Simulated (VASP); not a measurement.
## KI: single point with PBE

Crystal: KI.

```xyz
2
Lattice="0.0000 3.4677 3.6411 3.4677 0.0000 3.6411 3.4677 3.4677 0.0000" Properties=species:S:1:pos:R:3 pbc="T T T"
K     0.0000    0.0000    0.0000
I     3.4677    3.4677    3.6411
```

This cell differs from its parent crystal: ratio of the length along z to the lengths across it x 1.05, volume and fractional coordinates fixed.

```json
{"Program": "VASP 6.6.1", "Task": "single point", "Functional": "PBE", "Potentials or basis": "VASP PAW PBE potentials, release 64 (K_sv, I)", "Cutoff": "520 eV", "k mesh": "6 × 6 × 6", "Occupations": "gaussian, width 0.05 eV", "Spin": "no spin polarisation", "Dipole correction": "no", "Further INCAR settings": "ALGO = Normal; EDIFF = 1e-07; NBANDS = 15"}
```

* Pressure: 0.8 GPa
* Band gap on the k mesh: 3.97 eV, direct

Stress tensor (GPa, compression positive):
```
 1.21  0.00  0.00
 0.00  1.21  0.00
 0.00  0.00 -0.03
```

Levels at points of the mesh, in eV from the valence-band top:
```tsv
k point	band 4	band 5	band 6	band 7	band 8	band 9	band 10	band 11	band 12	band 13
(0.00, 0.00, 0.00)	-11.98	-10.52	-0.01	0.00	0.00	3.97	6.30	6.59	6.59	7.13
(0.50, 0.00, 0.00)	-11.98	-10.23	-1.35	-0.36	-0.34	5.52	7.72	7.99	8.35	8.71
(0.50, 0.50, 0.00)	-12.00	-10.39	-1.04	-0.32	-0.32	4.94	5.79	8.03	8.69	8.73
(0.50, 0.00, 0.50)	-12.00	-10.37	-1.00	-0.43	-0.37	4.91	5.79	8.13	8.76	8.90
```

It took 45 s on 1 thread of Intel(R) Xeon(R) Platinum 8375C CPU @ 2.90GHz (Ice Lake), on a shared host, peak memory 0.24 GiB.

Caveat: spin-orbit coupling is left out, which moves the levels of the heavy elements.
